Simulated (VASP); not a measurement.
Runs of VASP 6.6.1 on MoS2. Symmetry: C2/m, No. 12, monoclinic system. The conventional cell has a = 6.296 Å, b = 3.860 Å, c = 4.439 Å, α = 90.00°, β = 90.04°, γ = 90.00°. Within 3.1 Å of Mo (site symmetry 2/m) lie 6 S at 2.35 to 2.60 Å. Within 3.1 Å of S (site symmetry m) lie 3 Mo at 2.35 to 2.60 Å and 3 S at 2.80 to 3.02 Å. 

```tsv
task	level	potentials or basis	cell	k mesh	cutoff (eV)	gap on the mesh (eV)	pressure (GPa)	relaxed volume (Å³/atom)	largest force (eV/Å)
electric field gradients	PBE	VASP PAW PBE potentials, release 64 (Mo_sv, S)	as given	8 × 8 × 6	520	none	-3.6	-	1.22
relaxation of cell and atoms	PBE	VASP PAW PBE potentials, release 64 (Mo_sv, S)	relaxed	6 × 6 × 5	600	none	0.0	19.49	-
single point	PBE	VASP PAW PBE potentials, release 64 (Mo_sv, S)	as given	8 × 8 × 6	520	none	-3.6	-	1.22
relaxation of cell and atoms	PBEsol	VASP PAW PBE potentials, release 64 (Mo_sv, S)	relaxed	6 × 6 × 5	600	none	0.1	(a)	0.01
relaxation of cell and atoms	LDA	VASP PAW LDA potentials, release 64 (Mo_sv, S)	relaxed	6 × 6 × 5	600	none	0.0	16.59	-
```

Alike in all rows: no spin polarisation; smearing fermi-dirac 0.05 eV.

Task: Fill in the values left out.

Result: (a) 17.57.

Caveats: a cell axis changed by over 15 % at a fixed basis, so the end point is rough (at least some runs); the cell stands under tension (at least some runs); forces of over 1 eV/Å act on the atoms, so gaps and moduli don't describe the material at rest (at least some runs); this functional lacks dispersion, which binds the layers, so the pressure and a relaxed spacing across them are unreliable (at least some runs); the PAW data sets were made with another functional, which shifts forces and pressure a little (at least some runs).

A k mesh can miss the band edges, and the runs leave out spin-orbit coupling on Mo.

A gap of «none» marks levels without a gap at the run's occupations.
